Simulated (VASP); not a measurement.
# InGaAs2 (P-4m2) in VASP: a series of runs, part 2 of 2

VASP 6.6.1.

## Step 3: Single point, r2SCAN

This run uses another cell than the first one, of 26.41 Å³/atom.

Input file POSCAR:

```
InGaAs2
1.0
    4.2008940543      0.0000000000      0.0000000000
    0.0000000000      4.2008940543      0.0000000000
    0.0000000000      0.0000000000      5.9858154217
In Ga As
1 1 2
Direct
    0.0000000000      0.0000000000      0.5000000000
    0.5000000000      0.5000000000      0.0000000000
    0.5000000000      0.0000000000      0.7694439200
    0.0000000000      0.5000000000      0.2305560800
```

Input file INCAR.step1:

```
SYSTEM = InGaAs2
PREC = Accurate
ENCUT = 520
ISMEAR = 0
SIGMA = 0.01
LREAL = .FALSE.
LASPH = .TRUE.
NELM = 100
NBANDS = 26
GGA = PE
ALGO = Normal
EDIFF = 1E-4
LWAVE = .TRUE.
LCHARG = .FALSE.
```

Input file INCAR.step2:

```
SYSTEM = InGaAs2
PREC = Accurate
ENCUT = 520
EDIFF = 1E-7
ISMEAR = 0
SIGMA = 0.01
LREAL = .FALSE.
LASPH = .TRUE.
NELM = 100
ALGO = Normal
ISIF = 2
LWAVE = .FALSE.
LCHARG = .TRUE.
METAGGA = R2SCAN
LMIXTAU = .TRUE.
LELF = .TRUE.
LVHAR = .TRUE.
NBANDS = 26
ISTART = 1
```

Input file KPOINTS:

```
regular mesh
0
G
  8 8 6
  0 0 0
```

Potentials or basis: VASP PAW PBE potentials, release 64 (In_d, Ga_d, As).

Run with:

```bash
cat potpaw_PBE.64/In_d/POTCAR potpaw_PBE.64/Ga_d/POTCAR potpaw_PBE.64/As/POTCAR > POTCAR
cp INCAR.step1 INCAR
mpirun -np 1 vasp_std > vasp.out
cp INCAR.step2 INCAR
mpirun -np 1 vasp_std > vasp.out
```

OUTCAR:

```text
SYSTEM = InGaAs2
   PREC = Accurate
   ENCUT = 520
   EDIFF = 1E-7
   ISMEAR = 0
   LREAL = .FALSE.
   LASPH = .TRUE.
   NELM = 100
   ISIF = 2
   METAGGA = R2SCAN
   ISTART = 1

 ion  position               nearest neighbor table
   1  0.000  0.000  0.500-   3 2.65   4 2.65   4 2.65   3 2.65
   2  0.500  0.500  0.000-   3 2.51   4 2.51   3 2.51   4 2.51
   3  0.500  0.000  0.769-   2 2.51   2 2.51   1 2.65   1 2.65
   4  0.000  0.500  0.231-   2 2.51   2 2.51   1 2.65   1 2.65

  LATTYP: Found a simple tetragonal cell.
 ALAT       =     4.2008940543
 C/A-ratio  =     1.4248908314

  Lattice vectors:

 A1 = (   4.2008940543,   0.0000000000,   0.0000000000)
 A2 = (   0.0000000000,   4.2008940543,   0.0000000000)
 A3 = (   0.0000000000,   0.0000000000,   5.9858154217)

Analysis of symmetry for initial positions (statically):
=====================================================================
 Subroutine PRICEL returns:
 Original cell was already a primitive cell.

 Routine SETGRP: Setting up the symmetry group for a
 simple tetragonal supercell.

[... 169 lines left out ...]
  energy without entropy =      -64.99945575  energy(sigma->0) =      -64.99945575

 E-fermi :   3.6203     XC(G=0):  -9.7019

 val. band max:        3.5802210165   @ k =   0.0000   0.0000   0.0000
 cond. band min:       3.6594155584   @ k =   0.0000   0.0000   0.0000
 fundamental gap:      0.0791945419
 Fermi energy:         3.6202860644

 k-point     1 :       0.0000    0.0000    0.0000
  band No.  band energies     occupation
      1     -11.7155      2.00000
      2     -11.6514      2.00000
      3     -11.6514      2.00000
      4     -11.6149      2.00000
      5     -11.5817      2.00000
      6     -11.3041      2.00000
[... 685 lines left out ...]
     25      10.1713      0.00000
     26      10.5948      0.00000

 [... further k-points ...]

------------------------ aborting loop because EDIFF is reached ----------------------------------------

  FORCE on cell =-STRESS in cart. coord.  units (eV):
  Direction    XX          YY          ZZ          XY          YZ          ZX
  --------------------------------------------------------------------------------------
  -------------------------------------------------------------------------------------
  Total       -1.3040341     -1.3040341     -1.3185767      0.0000000      0.0000000     -0.0000000
  in kB      -19.7784733    -19.7784733    -19.9990427      0.0000000      0.0000000     -0.0000000
  external PRESSURE =     -19.8519964 kB  Pullay stress =       0.0000000 kB

 VOLUME and BASIS-vectors are now :
 -----------------------------------------------------------------------------
  energy-cutoff  :      520.00
  volume of cell :      105.63
      direct lattice vectors                 reciprocal lattice vectors
     4.200894054  0.000000000  0.000000000     0.238044566  0.000000000  0.000000000
     0.000000000  4.200894054  0.000000000     0.000000000  0.238044566  0.000000000
     0.000000000  0.000000000  5.985815422     0.000000000  0.000000000  0.167061616

 POSITION                                       TOTAL-FORCE (eV/Angst)
 -----------------------------------------------------------------------------------
      0.00000      0.00000      2.99291        -0.000000     -0.000000      0.000000
      2.10045      2.10045      0.00000         0.000000      0.000000      0.000000
      2.10045      0.00000      4.60575         0.000000     -0.000000     -0.004081
      0.00000      2.10045      1.38007         0.000000     -0.000000      0.004081
 -----------------------------------------------------------------------------------
    total drift:                                0.000000     -0.000000     -0.000000

  FREE ENERGIE OF THE ION-ELECTRON SYSTEM (eV)
  ---------------------------------------------------
  free  energy   TOTEN  =       -64.9994557546 eV

  energy  without entropy=      -64.9994557546  energy(sigma->0) =      -64.99945575
```

OUTCAR.step1:

```text
SYSTEM = InGaAs2
   PREC = Accurate
   ENCUT = 520
   ISMEAR = 0
   LREAL = .FALSE.
   LASPH = .TRUE.
   NELM = 100
[... 925 lines left out ...]
      2.10045      2.10045      0.00000        -0.000000     -0.000000      0.000000
      2.10045      0.00000      4.60575        -0.000000      0.000000     -0.007565
      0.00000      2.10045      1.38007        -0.000000      0.000000      0.007565
 -----------------------------------------------------------------------------------
    total drift:                                0.000000     -0.000000     -0.000000

  FREE ENERGIE OF THE ION-ELECTRON SYSTEM (eV)
  ---------------------------------------------------
  free  energy   TOTEN  =       -15.9116094960 eV

  energy  without entropy=      -15.9115801111  energy(sigma->0) =      -15.91159480
```

OSZICAR.step1:

```text
N       E                     dE             d eps       ncg     rms          rms(c)
DAV:   1     0.275489437142E+03    0.27549E+03   -0.16874E+04  3130   0.170E+03
DAV:   2     0.161382258183E+02   -0.25935E+03   -0.25023E+03  3296   0.404E+02
DAV:   3    -0.151485773295E+02   -0.31287E+02   -0.30906E+02  3926   0.134E+02
DAV:   4    -0.162894864698E+02   -0.11409E+01   -0.11374E+01  3596   0.267E+01
DAV:   5    -0.163248705538E+02   -0.35384E-01   -0.35366E-01  4346   0.469E+00    0.528E+00
DAV:   6    -0.159420208769E+02    0.38285E+00   -0.64241E-01  4340   0.107E+01    0.290E+00
DAV:   7    -0.159098718896E+02    0.32149E-01   -0.31215E-01  4804   0.334E+00    0.844E-01
DAV:   8    -0.159104722570E+02   -0.60037E-03   -0.36963E-02  3884   0.222E+00    0.309E-01
DAV:   9    -0.159112874458E+02   -0.81519E-03   -0.52702E-03  4176   0.106E+00    0.157E-01
DAV:  10    -0.159114925393E+02   -0.20509E-03   -0.65381E-04  3458   0.217E-01    0.855E-02
DAV:  11    -0.159116109238E+02   -0.11838E-03   -0.34110E-04  2900   0.148E-01    0.553E-02
DAV:  12    -0.159116094960E+02    0.14278E-05   -0.42558E-05  2168   0.627E-02
   1 F= -.15911609E+02 E0= -.15911595E+02  d E =-.293849E-04
```

Wall time 11 min (1 thread of Intel Xeon 8259CL, shared host); peak memory 0.35 GiB.

Results:

* Free energy: -64.9995 eV
* Pressure: -2.0 GPa
* Largest force: 0.004 eV/Å
* Band gap on the k mesh: 0.08 eV

Forces on the atoms (eV/Å):
```
In   0.000  0.000  0.000
Ga   0.000  0.000  0.000
As   0.000  0.000 -0.004
As   0.000  0.000  0.004
```

Levels at points of the mesh, in eV from the valence-band top:
| k point | band 15 | band 16 | band 17 | band 18 | band 19 | band 20 | band 21 | band 22 |
| --- | --- | --- | --- | --- | --- | --- | --- | --- |
| (0.00, 0.00, 0.00) | -2.48 | -0.15 | 0.00 | 0.00 | 0.08 | 1.89 | 2.15 | 4.11 |
| (0.50, 0.00, 0.00) | -3.13 | -2.86 | -1.43 | -0.82 | 2.30 | 3.39 | 5.19 | 5.29 |
| (0.50, 0.50, 0.00) | -2.61 | -2.45 | -2.45 | -2.27 | 1.82 | 1.82 | 1.94 | 2.25 |
| (0.00, 0.00, 0.50) | -1.85 | -1.85 | -1.18 | -1.18 | 2.15 | 2.33 | 3.16 | 3.53 |
| (0.50, 0.00, 0.50) | -1.39 | -1.09 | -1.06 | -0.74 | 0.84 | 1.38 | 4.60 | 4.93 |
| (0.50, 0.50, 0.50) | -3.18 | -3.11 | -2.98 | -2.98 | 4.43 | 4.50 | 4.72 | 4.72 |

Caveat: semilocal functionals underestimate gaps, and a narrow one can read as zero; the PAW data sets were made with another functional, which shifts forces and pressure a little; spin-orbit coupling is left out, which moves the levels of the heavy elements.

## Step 4: Single point, r2SCAN (uniaxial strain along c: -3.0 %)

Input file POSCAR:

```
InGaAs2
1.0
    4.1844317831      0.0000000000      0.0000000000
    0.0000000000      4.1844317831      0.0000000000
    0.0000000000      0.0000000000      5.7446335480
In Ga As
1 1 2
Direct
    0.0000000000      0.0000000000      0.5000000000
    0.5000000000      0.5000000000      0.0000000000
    0.5000000000      0.0000000000      0.7700673760
    0.0000000000      0.5000000000      0.2299326240
```

INCAR.step1: that of step 3 with these lines changed.

```diff
@@ -7,3 +7,3 @@
 LASPH = .TRUE.
-NELM = 100
+NELM = 80
 NBANDS = 26
```

Input file INCAR.step2:

```
SYSTEM = InGaAs2
PREC = Accurate
ENCUT = 520
EDIFF = 1E-6
ISMEAR = 0
SIGMA = 0.01
LREAL = .FALSE.
LASPH = .TRUE.
NELM = 80
ALGO = Normal
ISIF = 2
LWAVE = .FALSE.
LCHARG = .FALSE.
METAGGA = R2SCAN
LMIXTAU = .TRUE.
NBANDS = 26
ISTART = 1
```

Input file KPOINTS:

```
Automatic mesh
0
G
  8 8 6
  0 0 0
```

Run with:

```bash
cat potpaw_PBE.64/In_d/POTCAR potpaw_PBE.64/Ga_d/POTCAR potpaw_PBE.64/As/POTCAR > POTCAR
cp INCAR.step1 INCAR
mpirun -np 1 vasp_std > vasp.out
cp INCAR.step2 INCAR
mpirun -np 1 vasp_std > vasp.out
```

Run time: 9.4 min. Hardware: 1 thread of Intel Xeon 8259CL, shared host; peak memory 0.34 GiB.

Results (log left out):

- Free energy: -65.0011 eV
- Pressure: 1.1 GPa
- Largest force: 0.015 eV/Å
- Band gap on the k mesh: 0.42 eV

Forces in eV/Å, atoms in the order of the input:
```
In   0.000  0.000  0.000
Ga   0.000  0.000  0.000
As   0.000  0.000  0.015
As   0.000  0.000 -0.015
```

Stress tensor (GPa, compression positive):
```
0.46 0.00 0.00
0.00 0.46 0.00
0.00 0.00 2.24
```

Levels at points of the mesh, in eV from the valence-band top:
| k point | band 16 | band 17 | band 18 | band 19 | band 20 | band 21 |
| --- | --- | --- | --- | --- | --- | --- |
| (0.00, 0.00, 0.00) | 0.00 | 0.00 | 0.00 | 0.43 | 1.78 | 2.02 |
| (0.50, 0.00, 0.00) | -2.87 | -1.61 | -0.97 | 2.29 | 3.47 | 5.35 |
| (0.50, 0.50, 0.00) | -2.48 | -2.48 | -2.27 | 1.88 | 1.88 | 2.13 |
| (0.00, 0.00, 0.50) | -2.04 | -1.32 | -1.32 | 2.04 | 2.21 | 3.33 |
| (0.50, 0.00, 0.50) | -0.97 | -0.93 | -0.86 | 0.97 | 1.61 | 4.85 |
| (0.50, 0.50, 0.50) | -3.23 | -3.14 | -3.14 | 4.95 | 5.03 | 5.03 |

Caveat: the cell differs from its parent crystal (uniaxial strain along c: -3.0 %); semilocal functionals underestimate gaps, and a narrow one can read as zero; the PAW data sets were made with another functional, which shifts forces and pressure a little; spin-orbit coupling is left out, which moves the levels of the heavy elements.

## Step 5: Single point, r2SCAN (uniaxial strain along c: -2.0 %)

Input file POSCAR:

```
InGaAs2
1.0
    4.1740485776      0.0000000000      0.0000000000
    0.0000000000      4.1740485776      0.0000000000
    0.0000000000      0.0000000000      5.8038565743
In Ga As
1 1 2
Direct
    0.0000000000      0.0000000000      0.5000000000
    0.5000000000      0.5000000000      0.0000000000
    0.5000000000      0.0000000000      0.7699994372
    0.0000000000      0.5000000000      0.2300005628
```

Input file INCAR.step1:

```
ALGO = Normal
EDIFF = 1E-4
ENCUT = 520
GGA = PE
ISMEAR = 0
LASPH = True
LCHARG = False
LREAL = False
LWAVE = True
NBANDS = 26
NELM = 60
PREC = Accurate
SIGMA = 0.01
```

Input file INCAR.step2:

```
ALGO = Normal
EDIFF = 1E-6
ENCUT = 520
ISIF = 2
ISMEAR = 0
ISTART = 1
LASPH = True
LCHARG = True
LELF = True
LMIXTAU = True
LREAL = False
LVHAR = True
LWAVE = False
METAGGA = R2SCAN
NBANDS = 26
NELM = 60
PREC = Accurate
SIGMA = 0.01
```

Input file KPOINTS:

```
k-points
0
Gamma
  8 8 6
```

Potentials or basis: VASP PAW PBE potentials, release 64 (In_d, Ga_d, As).

Run with:

```bash
cat potpaw_PBE.64/In_d/POTCAR potpaw_PBE.64/Ga_d/POTCAR potpaw_PBE.64/As/POTCAR > POTCAR
cp INCAR.step1 INCAR
mpirun -np 1 vasp_std > vasp.out
cp INCAR.step2 INCAR
mpirun -np 1 vasp_std > vasp.out
```

OUTCAR:

```text
EDIFF = 1E-6
   ENCUT = 520
   ISIF = 2
   ISMEAR = 0
   ISTART = 1
   LASPH = True
   LREAL = False
   METAGGA = R2SCAN
   NELM = 60
   PREC = Accurate

 ion  position               nearest neighbor table
   1  0.000  0.000  0.500-   3 2.61   4 2.61   4 2.61   3 2.61
   2  0.500  0.500  0.000-   3 2.48   4 2.48   3 2.48   4 2.48
   3  0.500  0.000  0.770-   2 2.48   2 2.48   1 2.61   1 2.61
   4  0.000  0.500  0.230-   2 2.48   2 2.48   1 2.61   1 2.61

  LATTYP: Found a simple tetragonal cell.
 ALAT       =     4.1740485776
 C/A-ratio  =     1.3904621536

  Lattice vectors:

 A1 = (   4.1740485776,   0.0000000000,   0.0000000000)
 A2 = (   0.0000000000,   4.1740485776,   0.0000000000)
 A3 = (   0.0000000000,   0.0000000000,   5.8038565743)

Analysis of symmetry for initial positions (statically):
=====================================================================
 Subroutine PRICEL returns:
 Original cell was already a primitive cell.

[... 170 lines left out ...]
  free energy    TOTEN  =       -65.01207482 eV

  energy without entropy =      -65.01207482  energy(sigma->0) =      -65.01207482

 E-fermi :   4.0494     XC(G=0):  -9.9060

 val. band max:        3.9561264527   @ k =   0.0000   0.0000   0.0000
 cond. band min:       4.3369682977   @ k =   0.0000   0.0000   0.0000
 fundamental gap:      0.3808418450
 Fermi energy:         4.0494180524

 k-point     1 :       0.0000    0.0000    0.0000
  band No.  band energies     occupation
      1     -11.3836      2.00000
      2     -11.3073      2.00000
      3     -11.3073      2.00000
      4     -11.2684      2.00000
      5     -11.2257      2.00000
      6     -10.9657      2.00000
[... 685 lines left out ...]
     25      10.7888      0.00000
     26      11.2409      0.00000

 [... further k-points ...]

------------------------ aborting loop because EDIFF is reached ----------------------------------------

  FORCE on cell =-STRESS in cart. coord.  units (eV):
  Direction    XX          YY          ZZ          XY          YZ          ZX
  --------------------------------------------------------------------------------------
  -------------------------------------------------------------------------------------
  Total        0.1874810      0.1874810      0.9574862      0.0000000      0.0000000      0.0000000
  in kB        2.9705454      2.9705454     15.1709030      0.0000000      0.0000000      0.0000000
  external PRESSURE =       7.0373313 kB  Pullay stress =       0.0000000 kB

 VOLUME and BASIS-vectors are now :
 -----------------------------------------------------------------------------
  energy-cutoff  :      520.00
  volume of cell :      101.12
      direct lattice vectors                 reciprocal lattice vectors
     4.174048578  0.000000000  0.000000000     0.239575554  0.000000000  0.000000000
     0.000000000  4.174048578  0.000000000     0.000000000  0.239575554  0.000000000
     0.000000000  0.000000000  5.803856574     0.000000000  0.000000000  0.172299227

 POSITION                                       TOTAL-FORCE (eV/Angst)
 -----------------------------------------------------------------------------------
      0.00000      0.00000      2.90193        -0.000000      0.000000      0.000000
      2.08702      2.08702      0.00000         0.000000     -0.000000      0.000000
      2.08702      0.00000      4.46897        -0.000000      0.000000      0.008830
      0.00000      2.08702      1.33489         0.000000      0.000000     -0.008830
 -----------------------------------------------------------------------------------
    total drift:                                0.000000     -0.000000     -0.000000

  FREE ENERGIE OF THE ION-ELECTRON SYSTEM (eV)
  ---------------------------------------------------
  free  energy   TOTEN  =       -65.0120748194 eV

  energy  without entropy=      -65.0120748194  energy(sigma->0) =      -65.01207482
```

OUTCAR.step1:

```text
EDIFF = 1E-4
   ENCUT = 520
   GGA = PE
   ISMEAR = 0
[... 926 lines left out ...]
      0.00000      0.00000      2.90193        -0.000000     -0.000000      0.000000
      2.08702      2.08702      0.00000         0.000000      0.000000      0.000000
      2.08702      0.00000      4.46897         0.000000     -0.000000      0.007403
      0.00000      2.08702      1.33489         0.000000     -0.000000     -0.007403
 -----------------------------------------------------------------------------------
    total drift:                                0.000000     -0.000000     -0.000000

  FREE ENERGIE OF THE ION-ELECTRON SYSTEM (eV)
  ---------------------------------------------------
  free  energy   TOTEN  =       -15.8566067723 eV

  energy  without entropy=      -15.8565773875  energy(sigma->0) =      -15.85659208
```

OSZICAR.step1:

```text
N       E                     dE             d eps       ncg     rms          rms(c)
DAV:   1     0.277873417284E+03    0.27787E+03   -0.16852E+04  3132   0.174E+03
DAV:   2     0.164918493662E+02   -0.26138E+03   -0.25236E+03  3288   0.412E+02
DAV:   3    -0.151313516064E+02   -0.31623E+02   -0.31214E+02  3904   0.136E+02
DAV:   4    -0.162584343561E+02   -0.11271E+01   -0.11240E+01  3584   0.269E+01
DAV:   5    -0.162931083383E+02   -0.34674E-01   -0.34657E-01  4426   0.468E+00    0.558E+00
DAV:   6    -0.158932746444E+02    0.39983E+00   -0.65298E-01  4350   0.113E+01    0.310E+00
DAV:   7    -0.158552450046E+02    0.38030E-01   -0.33813E-01  4812   0.365E+00    0.865E-01
DAV:   8    -0.158555284716E+02   -0.28347E-03   -0.41044E-02  3932   0.239E+00    0.340E-01
DAV:   9    -0.158562680807E+02   -0.73961E-03   -0.51947E-03  4170   0.111E+00    0.169E-01
DAV:  10    -0.158564943287E+02   -0.22625E-03   -0.68773E-04  3438   0.217E-01    0.895E-02
DAV:  11    -0.158566079977E+02   -0.11367E-03   -0.30369E-04  2916   0.143E-01    0.574E-02
DAV:  12    -0.158566067723E+02    0.12253E-05   -0.40307E-05  2078   0.644E-02
   1 F= -.15856607E+02 E0= -.15856592E+02  d E =-.293849E-04
```

Wall time 8.8 min (1 thread of Intel Xeon 8259CL, shared host); peak memory 0.34 GiB.

What came out:

```
Free energy            : -65.0121 eV
Pressure               : 0.7 GPa
Largest force          : 0.009 eV/Å
Band gap on the k mesh : 0.38 eV
```

Forces on the atoms (eV/Å):
```
In   0.000  0.000  0.000
Ga   0.000  0.000  0.000
As   0.000  0.000  0.009
As   0.000  0.000 -0.009
```

Caveat: the cell differs from its parent crystal (uniaxial strain along c: -2.0 %); semilocal functionals underestimate gaps, and a narrow one can read as zero; the PAW data sets were made with another functional, which shifts forces and pressure a little; spin-orbit coupling is left out, which moves the levels of the heavy elements.

## Step 6: Overview

| cell | gap on the mesh (eV) | pressure (GPa) | largest force (eV/Å) |
| --- | --- | --- | --- |
| a = 4.153, b = 4.153, c = 5.922 Å, 4 atoms, atomic positions A | 0.28 | 0.0 | - |
| a = 4.201, b = 4.201, c = 5.986 Å, 4 atoms, atomic positions B | 0.08 | -2.0 | - |
| a = 4.184, b = 4.184, c = 5.745 Å, 4 atoms, atomic positions C | 0.42 | 1.1 | 0.02 |
| a = 4.174, b = 4.174, c = 5.804 Å, 4 atoms, atomic positions C | 0.38 | 0.7 | 0.01 |

Alike in all rows: task single point; level r2SCAN; potentials or basis VASP PAW PBE potentials, release 64 (In_d, Ga_d, As); no spin polarisation; k mesh 8 × 8 × 6; cutoff (eV) 520; smearing gaussian 0.01 eV.

Caveats: semilocal functionals underestimate gaps, and a narrow one can read as zero; the PAW data sets were made with another functional, which shifts forces and pressure a little; spin-orbit coupling is left out, which moves the levels of the heavy elements.

Absolute energies hang on the potentials; compare differences alone.
